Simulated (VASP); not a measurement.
Runs of VASP 6.6.1 on CoO. The structure is cubic, space group Fm-3m (No. 225). The conventional cell has a = 4.263 Å, b = 4.263 Å, c = 4.263 Å, α = 90.00°, β = 90.00°, γ = 90.00°. Within 2.8 Å of Co (site symmetry m-3m) lie 6 O at 2.13 Å. O (site symmetry m-3m) has 6 Co at 2.13 Å within 2.8 Å. 

```tsv
fixed moment (μB)	pressure (GPa)	moment (μB)
3.39	(c)	3.39
4.52	(b)	4.52
0.56	-16.8	0.56
1.69	-7.9	1.69
3.95	18.4	3.95
1.13	(a)	1.13
-	-2.4	3.00
```

Alike in all rows: task single point; level PBE+U; potentials or basis VASP PAW PBE potentials, release 64 (Co, O); spin collinear, ferromagnetic start; Co d U = 4.8 eV; cell as given; k mesh 9 × 9 × 9; cutoff (eV) 520; smearing fermi-dirac 0.02 eV.

Q: Fill in the values left out.

A: (a) -11.2; (b) 32.2; (c) 6.4.

Caveats: a cell with one magnetic atom can't hold antiferromagnetic order, which such compounds often take; the total moment is fixed, so each spin has its own Fermi level (at least some runs); the cell stands under pressure (at least some runs); the cell stands under tension (at least some runs).
